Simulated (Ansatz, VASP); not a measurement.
## Te2Mo: VASP beside Ansatz

```
Te Mo
1.0
     3.62254    0.00000    0.00000
    -1.81127    3.13721    0.00000
     0.00000    0.00000   18.30820
Te Mo
2 1
Direct
  0.33333 0.66667 0.90272
  0.33333 0.66667 0.09728
  0.00000 0.00000 0.00000
```

Change from the starting cell: equal strain along all axes, cell held, atoms relaxed: +4.5 %.

Alike in both runs: task relaxation of the atoms; functional LDA; k mesh 12 × 12 × 2; occupations gaussian, width 0.02 eV; no spin polarisation.

|  | VASP | Ansatz |
| --- | --- | --- |
| version | VASP 6.6.1 | Ansatz 0.2.0 |
| potentials or method | VASP PAW LDA potentials, release 64 (Te, Mo_sv), cutoff 520 eV | scalar-relativistic, plane waves, PAW |
| valence electrons in the cell | 26 | 46 |

|  | VASP | Ansatz | Ansatz less VASP |
| --- | --- | --- | --- |
| gap on the k mesh at the Fermi level, each at its own relaxed structure (eV) | 0.88 | 0.88 | -0.004 |

LDA's correlation is that of Perdew and Zunger in VASP and of Perdew and Wang (1992) in Ansatz. VASP's potentials hold 26 valence electrons a cell and Ansatz's 46, so a difference there can come from the potentials and not from the codes. Ansatz's warnings: stress scf threshold loose.

Spin-orbit coupling is off throughout.
